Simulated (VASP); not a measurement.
# HPt6 in VASP: a series of runs

Runs on HPt6. Level: PBE. Tasks: single point.

Program: VASP 6.6.1. These are calculated values, not measurements. Logs are shortened: lines on timing, memory, paths and dates and some standing lists are left out, and cuts for length are marked.

## Step 1: The cell of the first run

The cell holds a slab with vacuum, 14 atoms: a = 5.614 Å, b = 5.614 Å, c = 22.619 Å, α = 90.00°, β = 90.00°, γ = 120.00°.

## Step 2: Single point, PBE

File INCAR:

```
ALGO = Normal
DIPOL = 0.5 0.5 0.306
EDIFF = 1E-6
ENCUT = 520
GGA = PE
IDIPOL = 3
ISIF = 2
ISMEAR = 0
LASPH = T
LCHARG = F
LDIPOL = T
LREAL = F
LWAVE = F
NBANDS = 74
NELM = 60
PREC = Accurate
SIGMA = 0.1
```

File KPOINTS:

```
k-points
0
Gamma
  6 6 1
```

File POSCAR:

```
HPt6
1.0
    5.6143281343      0.0000000000      0.0000000000
   -2.8071640672      4.8621507895      0.0000000000
    0.0000000000      0.0000000000     22.6192653717
Pt H
12 2
Direct
    0.3333333333      0.1666666667      0.1768404028
    0.3333333333      0.6666666667      0.1768404028
    0.8333333333      0.1666666667      0.1768404028
    0.8333333333      0.6666666667      0.1768404028
    0.1666666667      0.3333333333      0.2789526245
    0.1666666667      0.8333333333      0.2789526245
    0.6666666667      0.3333333333      0.2789526245
    0.6666666667      0.8333333333      0.2789526245
    0.0000000000      0.0000000000      0.3810585901
    0.0000000000      0.5000000000      0.3810585901
    0.5000000000      0.0000000000      0.3810585901
    0.5000000000      0.5000000000      0.3810585901
    0.2027472491      0.4054944982      0.4716892966
    0.2972527509      0.5945055018      0.4716892966
```

Potentials or basis: VASP PAW PBE potentials, release 64 (Pt, H).

Launch:

```sh
$ cat potpaw_PBE.64/Pt/POTCAR potpaw_PBE.64/H/POTCAR > POTCAR
$ mpirun -np 1 vasp_std > vasp.out
```

OUTCAR:

```text
EDIFF = 1E-6
   ENCUT = 520
   GGA = PE
   ISIF = 2
   ISMEAR = 0
   LASPH = T
   LREAL = F
   NELM = 60
   PREC = Accurate

 ion  position               nearest neighbor table
   1  0.333  0.167  0.177-   4 2.81   4 2.81   3 2.81   3 2.81   2 2.81   2 2.81   5 2.82   7 2.82
                             6 2.82
   2  0.333  0.667  0.177-   3 2.81   3 2.81   4 2.81   4 2.81   1 2.81   1 2.81   6 2.82   8 2.82
                             5 2.82
   3  0.833  0.167  0.177-   2 2.81   2 2.81   1 2.81   1 2.81   4 2.81   4 2.81   7 2.82   5 2.82
                             8 2.82
   4  0.833  0.667  0.177-   1 2.81   1 2.81   2 2.81   2 2.81   3 2.81   3 2.81   8 2.82   6 2.82
                             7 2.82
   5  0.167  0.333  0.279-   8 2.81   8 2.81   7 2.81   7 2.81   6 2.81   6 2.81  12 2.82   9 2.82
                            10 2.82   1 2.82   3 2.82   2 2.82
   6  0.167  0.833  0.279-   7 2.81   7 2.81   8 2.81   8 2.81   5 2.81   5 2.81  11 2.82  10 2.82
                             9 2.82   2 2.82   4 2.82   1 2.82
   7  0.667  0.333  0.279-   6 2.81   6 2.81   5 2.81   5 2.81   8 2.81   8 2.81  10 2.82  11 2.82
                            12 2.82   3 2.82   1 2.82   4 2.82
   8  0.667  0.833  0.279-   5 2.81   5 2.81   6 2.81   6 2.81   7 2.81   7 2.81   9 2.82  12 2.82
                            11 2.82   4 2.82   2 2.82   3 2.82
   9  0.000  0.000  0.381-  12 2.81  12 2.81  11 2.81  11 2.81  10 2.81  10 2.81   8 2.82   5 2.82
                             6 2.82
  10  0.000  0.500  0.381-  11 2.81  11 2.81  12 2.81  12 2.81   9 2.81   9 2.81   7 2.82   6 2.82
                             5 2.82
  11  0.500  0.000  0.381-  10 2.81  10 2.81   9 2.81   9 2.81  12 2.81  12 2.81   6 2.82   7 2.82
                             8 2.82
  12  0.500  0.500  0.381-   9 2.81   9 2.81  10 2.81  10 2.81  11 2.81  11 2.81   5 2.82   8 2.82
                             7 2.82
  13  0.203  0.405  0.472-
  14  0.297  0.595  0.472-

  LATTYP: Found a hexagonal cell.
 ALAT       =     5.6143281343
 C/A-ratio  =     4.0288463429

  Lattice vectors:

 A1 = (   5.6143281343,   0.0000000000,   0.0000000000)
 A2 = (  -2.8071640672,   4.8621507895,   0.0000000000)
 A3 = (   0.0000000000,   0.0000000000,  22.6192653717)

Analysis of symmetry for initial positions (statically):
=====================================================================
 Subroutine PRICEL returns:
 Original cell was already a primitive cell.

 Routine SETGRP: Setting up the symmetry group for a
 hexagonal supercell.

 Subroutine GETGRP returns: Found  2 space group operations
 (whereof  2 operations were pure point group operations)
 out of a pool of 24 trial point group operations.

The static configuration has the point symmetry C_1h.

Analysis of symmetry for dynamics (positions and initial velocities):
=====================================================================
 Subroutine PRICEL returns:
 Original cell was already a primitive cell.

 Routine SETGRP: Setting up the symmetry group for a
 hexagonal supercell.

 Subroutine GETGRP returns: Found  2 space group operations
 (whereof  2 operations were pure point group operations)
 out of a pool of 24 trial point group operations.

The dynamic configuration has the point symmetry C_1h.

 Subroutine INISYM returns: Found  2 space group operations
 (whereof  2 operations are pure point group operations),
 and found     1 'primitive' translations

----------------------------------------------------------------------------------------

                                     Primitive cell

  volume of cell :     617.4541

  direct lattice vectors                    reciprocal lattice vectors
     5.614328134  0.000000000  0.000000000     0.178115703  0.102835149  0.000000000
    -2.807164067  4.862150790  0.000000000     0.000000000  0.205670298  0.000000000
     0.000000000  0.000000000 22.619265372     0.000000000  0.000000000  0.044210101

  length of vectors
     5.614328134  5.614328134 22.619265372     0.205670298  0.205670298  0.044210101

  position of ions in fractional coordinates (direct lattice)
     0.333333333  0.166666667  0.176840403
     0.333333333  0.666666667  0.176840403
     0.833333333  0.166666667  0.176840403
     0.833333333  0.666666667  0.176840403
     0.166666667  0.333333333  0.278952625
     0.166666667  0.833333333  0.278952625
     0.666666667  0.333333333  0.278952625
     0.666666667  0.833333333  0.278952625
     0.000000000  0.000000000  0.381058590
     0.000000000  0.500000000  0.381058590
     0.500000000  0.000000000  0.381058590
     0.500000000  0.500000000  0.381058590
     0.202747249  0.405494498  0.471689297
     0.297252751  0.594505502  0.471689297

  ion indices of the primitive-cell ions
   primitive index   ion index
                 1           1
                 2           2
                 3           3
                 4           4
                 5           5
                 6           6
                 7           7
                 8           8
                 9           9
                10          10
                11          11
                12          12
                13          13
                14          14

----------------------------------------------------------------------------------------

 KPOINTS: k-points

Automatic generation of k-mesh.
 Grid dimensions read from file:
 generate k-points for:    6    6    1

 Generating k-lattice:

  Cartesian coordinates                     Fractional coordinates (reciprocal lattice)
     0.029685950  0.017139191  0.000000000     0.166666667  0.000000000  0.000000000
     0.000000000  0.034278383  0.000000000     0.000000000  0.166666667  0.000000000
     0.000000000  0.000000000  0.044210101     0.000000000  0.000000000  1.000000000

  Length of vectors
     0.034278383  0.034278383  0.044210101

  Shift w.r.t. Gamma in fractional coordinates (k-lattice)
     0.000000000  0.000000000  0.000000000

 Subroutine IBZKPT returns following result:
 ===========================================

 Found     13 irreducible k-points:

 Following reciprocal coordinates:
            Coordinates               Weight
  0.000000  0.000000  0.000000      1.000000
  0.166667  0.000000  0.000000      4.000000
  0.000000  0.166667  0.000000      2.000000
  0.333333  0.000000  0.000000      4.000000
  0.000000  0.333333  0.000000      2.000000
  0.500000  0.000000  0.000000      2.000000
  0.000000  0.500000  0.000000      1.000000
  0.166667  0.166667  0.000000      4.000000
 -0.333333  0.166667  0.000000      2.000000
  0.333333  0.166667  0.000000      4.000000
 -0.166667  0.500000  0.000000      4.000000
  0.500000  0.333333  0.000000      4.000000
  0.333333  0.333333  0.000000      2.000000
   k-points           NKPTS =     13   k-points in BZ     NKDIM =     13   number of bands    NBANDS=     74
   number of dos      NEDOS =    301   number of ions     NIONS =     14
   total plane-waves  NPLWV = 296352
   dimension x,y,z NGX =    42 NGY =   42 NGZ =  168
   dimension x,y,z NGXF=    84 NGYF=   84 NGZF=  336
   ions per type =              12   2
   NGX,Y,Z   is equivalent  to a cutoff of  12.44, 12.44, 12.35 a.u.
   NGXF,Y,Z  is equivalent  to a cutoff of  24.87, 24.87, 24.70 a.u.
 SYSTEM =  unknown system
   PREC   = accura    normal or accurate (medium, high low for compatibility)
   ISTART =      0    job   : 0-new  1-cont  2-samecut
   ICHARG =      2    charge: 1-file 2-atom 10-const
   ISPIN  =      1    spin polarized calculation?
   LNONCOLLINEAR =      F non collinear calculations
   LSORBIT =      F    spin-orbit coupling
   LASPH  =      T    aspherical Exc in radial PAW
   ENCUT  =  520.0 eV  38.22 Ry    6.18 a.u.  10.44 10.44 42.06*2*pi/ulx,y,z
   NELM   =     60;   NELMIN=  2; NELMDL= -5     # of ELM steps
   EDIFF  = 0.1E-05   stopping-criterion for ELM
   LREAL  =      F    real-space projection
   EDIFFG = 0.1E-04   stopping-criterion for IOM
   NSW    =      0    number of steps for IOM
   IBRION =     -1    ionic relax: 0-MD 1-quasi-New 2-CG
   NFREE  =      0    steps in history (QN), initial steepest desc. (CG)
   ISIF   =      2    stress and relaxation
   ISYM   =      2    0-nonsym 1-usesym 2-fastsym
   POTIM  = 0.5000    time-step for ionic-motion
   TEBEG  =    0.0;   TEEND  =   0.0 temperature during run
   PSTRESS=    0.0 pullay stress
   NELECT =     122.0000    total number of electrons
   NUPDOWN=      -1.0000    fix difference up-down
   EMIN   =  10.00;   EMAX   =-10.00  energy-range for DOS
   EFERMI =   0.00;   METHOD = LEGACY
   ISMEAR =     0;   SIGMA  =   0.10  broadening in eV -4-tet -1-fermi 0-gaus
   EFERMI_NEDOS =   21; number of points for ismear=-14 and -15
   IALGO  =     38    algorithm
   IMIX   =      4    mixing-type and parameters
     AMIX     =   0.40;   BMIX     =  1.00
     AMIX_MAG =   1.60;   BMIX_MAG =  1.00
  volume/ion in A,a.u.               =      44.10       297.63
  Fermi-wavevector in a.u.,A,eV,Ry     =   0.953513  1.801878 12.370236  0.909187
  Thomas-Fermi vector in A             =   2.082175
   LORBIT       =      0    0 simple, 1 ext, 2 COOP (PROOUT), +10 PAW based schemes
   GGA     = PE    functional components
   LHFCALC =     F    Hartree Fock is set to
   AEXX    =    0.0000 exact exchange contribution
   IVDW    =     0    specifies the selected vdW correction
   LEPSILON=     F    determine dielectric tensor
   LRPA    =     F    only Hartree local field effects (RPA)
 non-spin polarized calculation
 Gauss-broadening in eV      SIGMA  =   0.10
  energy-cutoff  :      520.00
  volume of cell :      617.45
 maximum number of plane-waves:     16729
 NGX is ok and might be reduce to    42
   NGX = 21   NGY = 21   NGZ = 85

 dipolmoment           0.000000      0.000000      0.191943 electrons x Angstroem

 number of electron     121.9999985 magnetization

 dipolmoment           0.000000      0.000000     -0.088580 electrons x Angstroem

 Free energy of the ion-electron system (eV)
  ---------------------------------------------------
  ext. energy  EPLUGINS =         0.00000000
  ---------------------------------------------------
  free energy    TOTEN  =       -74.28876213 eV

  energy without entropy =      -74.12434840  energy(sigma->0) =      -74.20655527

 E-fermi :  -0.6169     XC(G=0):  -4.9897

 val. band max:       -0.6202756490   @ k =   0.1667   0.0000   0.0000
 cond. band min:      -0.6132756759   @ k =   0.0000   0.5000   0.0000
 fundamental gap:      0.0069999731
 Fermi energy:        -0.6168936273

 k-point     1 :       0.0000    0.0000    0.0000
  band No.  band energies     occupation
      1      -9.4492      2.00000
      2      -7.9014      2.00000
      3      -7.2792      2.00000
      4      -6.8521      2.00000
      5      -6.8064      2.00000
      6      -6.8016      2.00000
[... 65 lines left out ...]
     72       2.2437      0.00000
     73       2.2659      0.00000

 k-point     2 :       0.1667    0.0000    0.0000
  band No.  band energies     occupation
      1      -9.2149      2.00000
      2      -7.6950      2.00000
      3      -7.0651      2.00000
      4      -6.8142      2.00000
      5      -6.6754      2.00000
      6      -6.6229      2.00000
[... 828 lines left out ...]
 k-point    13 :       0.3333    0.3333    0.0000
  band No.  band energies     occupation
      1      -7.2886      2.00000
      2      -7.1143      2.00000
      3      -7.1076      2.00000
      4      -6.7730      2.00000
      5      -5.8684      2.00000
      6      -5.8637      2.00000
[... 65 lines left out ...]
     72       4.3357      0.00000
     73       4.3828      0.00000
 [bands above 73 left out]

------------------------ aborting loop because EDIFF is reached ----------------------------------------

 vacuum level on the upper side and lower side of the slab       (xc-potential included)        -0.429         0.141

  FORCE on cell =-STRESS in cart. coord.  units (eV):
  Direction    XX          YY          ZZ          XY          YZ          ZX
  --------------------------------------------------------------------------------------
  -------------------------------------------------------------------------------------
  Total      -18.2791658    -20.3038699     -0.3650168      0.0000000     -0.1457142      0.0000000
  in kB      -47.4309960    -52.6847221     -0.9471499      0.0000000     -0.3781010      0.0000000
  external PRESSURE =     -33.6876227 kB  Pullay stress =       0.0000000 kB

 VOLUME and BASIS-vectors are now :
 -----------------------------------------------------------------------------
  energy-cutoff  :      520.00
  volume of cell :      617.45
      direct lattice vectors                 reciprocal lattice vectors
     5.614328134  0.000000000  0.000000000     0.178115703  0.102835149  0.000000000
    -2.807164067  4.862150790  0.000000000     0.000000000  0.205670298  0.000000000
     0.000000000  0.000000000 22.619265372     0.000000000  0.000000000  0.044210101

 POSITION                                       TOTAL-FORCE (eV/Angst)
 -----------------------------------------------------------------------------------
      1.40358      0.81036      4.00000        -0.004544     -0.008998      0.039453
     -0.00000      3.24143      4.00000        -0.000000      0.002407      0.048413
      4.21075      0.81036      4.00000         0.004544     -0.008998      0.039453
      2.80716      3.24143      4.00000        -0.000000      0.030199      0.056413
      0.00000      1.62072      6.30970         0.000000     -0.046893     -0.151879
     -1.40358      4.05179      6.30970         0.011395      0.015391     -0.024590
      2.80716      1.62072      6.30970        -0.000000      0.040691     -0.029838
      1.40358      4.05179      6.30970        -0.011395      0.015391     -0.024590
      0.00000      0.00000      8.61927         0.000000     -0.101869     -0.086726
     -1.40358      2.43108      8.61927        -0.110239      0.018621      0.068650
      2.80716      0.00000      8.61927        -0.000000      0.035967     -0.068763
      1.40358      2.43108      8.61927         0.110239      0.018621      0.068650
     -0.00000      1.97158     10.66927        -0.000000      2.526033      0.034673
     -0.00000      2.89058     10.66927         0.000000     -2.536564      0.030680
 -----------------------------------------------------------------------------------
    total drift:                               -0.000000      0.000075     -0.000007

  FREE ENERGIE OF THE ION-ELECTRON SYSTEM (eV)
  ---------------------------------------------------
  free  energy   TOTEN  =       -74.2887621344 eV

  energy  without entropy=      -74.1243484020  energy(sigma->0) =      -74.20655527

 vacuum level on the upper side and lower side of the slab         4.507         5.088
```

Wall time 38 min (1 thread of Intel Xeon Platinum 8488C (Sapphire Rapids), shared host); peak memory 0.89 GiB.

What came out:

- Free energy: -74.2888 eV
- Largest force: 2.537 eV/Å
- Band gap on the k mesh: zero (bands 61 and 62 overlap by 0.76 eV)

Forces on the atoms (eV/Å):
```
Pt  -0.005 -0.009  0.039
Pt   0.000  0.002  0.048
Pt   0.005 -0.009  0.039
Pt   0.000  0.030  0.056
Pt   0.000 -0.047 -0.152
Pt   0.011  0.015 -0.025
Pt   0.000  0.041 -0.030
Pt  -0.011  0.015 -0.025
Pt   0.000 -0.102 -0.087
Pt  -0.110  0.019  0.069
Pt   0.000  0.036 -0.069
Pt   0.110  0.019  0.069
H    0.000  2.526  0.035
H    0.000 -2.537  0.031
```

Caveat: spin-orbit coupling is left out, which moves the levels of the heavy elements.

## Step 3: Single point, PBE

File INCAR:

```
PREC = Accurate ; ENCUT = 520
EDIFF = 1E-7 ; ISMEAR = 0
SIGMA = 0.1 ; LREAL = F
LASPH = T ; NELM = 80
ALGO = Normal ; ISIF = 2
LWAVE = F ; LCHARG = F
LDIPOL = T ; IDIPOL = 3
DIPOL = 0.5 0.5 0.296 ; GGA = PE
NBANDS = 74
```

File KPOINTS:

```
Automatic mesh
0
Gamma
  6 6 1
```

Edit POSCAR of step 2 so:

```diff
@@ -20,3 +20,3 @@
     0.5000000000      0.5000000000      0.3810585901
-    0.2027472491      0.4054944982      0.4716892966
-    0.2972527509      0.5945055018      0.4716892966
+    0.2027472491      0.4054944982      0.4009531354
+    0.2972527509      0.5945055018      0.4009531354
```

Potentials or basis: VASP PAW PBE potentials, release 64 (Pt, H).

Launch:

```sh
$ cat potpaw_PBE.64/Pt/POTCAR potpaw_PBE.64/H/POTCAR > POTCAR
$ mpirun -np 1 vasp_std > vasp.out
```

Run time: 50 min. Hardware: 1 thread of Intel Xeon Platinum 8259CL at 2.50GHz (Skylake/Cascade Lake), shared host; peak memory 0.89 GiB.

It converged, with:

| Property | Result |
| --- | --- |
| Free energy | -72.7071 eV |
| Largest force | 6.846 eV/Å |
| Band gap on the k mesh | zero (bands 61 and 62 overlap by 0.57 eV) |

Forces in eV/Å, atoms in the order of the input:
```
Pt   0.011  0.012 -0.096
Pt   0.000  0.016 -0.007
Pt  -0.011  0.012 -0.096
Pt   0.000 -0.030  0.051
Pt   0.000 -0.123 -0.559
Pt  -0.027  0.115 -0.224
Pt   0.000 -0.116 -0.125
Pt   0.027  0.115 -0.224
Pt   0.000 -0.850 -0.158
Pt  -6.667 -0.056 -1.554
Pt   0.000  0.904 -0.257
Pt   6.667 -0.056 -1.554
H    0.000 -4.713  2.456
H    0.000  4.769  2.346
```

Levels at points of the mesh, in eV from the Fermi level:
```
           k point  band 58  band 59  band 60  band 61  band 62  band 63  band 64  band 65
(0.00, 0.00, 0.00)     0.21     0.28     0.30     0.33     0.59     0.60     0.61     0.68
(0.50, 0.00, 0.00)    -0.62    -0.21    -0.16    -0.02     0.01     0.23     0.26     1.41
(0.00, 0.50, 0.00)    -0.57    -0.39    -0.12    -0.09     0.05     0.21     0.26     1.06
```

Caveat: spin-orbit coupling is left out, which moves the levels of the heavy elements.
